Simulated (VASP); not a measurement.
Hf, 1 atom in the cell. The structure is monoclinic, space group C2/m (No. 12). The conventional cell has a = 5.253 Å, b = 3.295 Å, c = 3.197 Å, α = 90.00°, β = 120.86°, γ = 90.00°. Hf (site symmetry 2/m) has 12 Hf at 3.10 to 3.35 Å within 4.1 Å.  This cell differs from its parent crystal: strained.

- Program: VASP 6.6.1
- Task: single point
- Functional: PBE
- Potentials or basis: VASP PAW PBE potentials, release 64 (Hf_pv)
- Cutoff: 520 eV
- k mesh: 14 × 14 × 14
- Occupations: gaussian, width 0.1 eV
- Spin: no spin polarisation
- Dipole correction: no
- Further INCAR settings: ALGO = Fast; EDIFF = 1e-06; NBANDS = 11

Potentials or basis: VASP PAW PBE potentials, release 64 (Hf_pv).

Command:

```sh
$ cat potpaw_PBE.64/Hf_pv/POTCAR > POTCAR
$ mpirun -np 1 vasp_std > vasp.out
```

Hardware: 1 thread of Intel(R) Xeon(R) Platinum 8488C (Sapphire Rapids) (shared host).

Task: How long does it take, and how much memory?

Result: Run time: 3.2 min on 1 thread of Intel(R) Xeon(R) Platinum 8488C (Sapphire Rapids), on a shared host, peak memory 0.31 GiB. Counts: scf iterations 13, k points 744.
